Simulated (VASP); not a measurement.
Input of a VASP 6.6.1 run:

File INCAR:

```
ALGO = Normal
EDIFF = 1E-7
ENCUT = 520
GGA = PS
ISIF = 2
ISMEAR = 0
LASPH = T
LCHARG = T
LELF = T
LREAL = F
LVHAR = T
LWAVE = F
NBANDS = 14
NELM = 80
PREC = Accurate
SIGMA = 0.05
```

File KPOINTS:

```
k-points
0
Gamma
  10 10 10
```

POSCAR

```
NaF
1.0
   -0.9757248584      1.9514497168      1.9514497168
    1.9514497168     -0.9757248584      1.9514497168
    1.9514497168      1.9514497168     -0.9757248584
Na F
1 1
Direct
    0.0000000000      0.0000000000      0.0000000000
    0.5000000000      0.5000000000      0.5000000000
```

Potentials or basis: VASP PAW PBE potentials, release 64 (Na_pv, F).

Command:

```console
$ cat potpaw_PBE.64/Na_pv/POTCAR potpaw_PBE.64/F/POTCAR > POTCAR
$ mpirun -np 1 vasp_std > vasp.out
```

Question: Estimate the band gap on the k mesh.

Answer: 5.18 eV, indirect (least direct gap 5.47 eV).

Question: What does it give for the pressure?

Answer: -4.8 GPa.

Caveat: the PAW data sets were made with another functional, which shifts forces and pressure a little. A k mesh can miss the band edges.
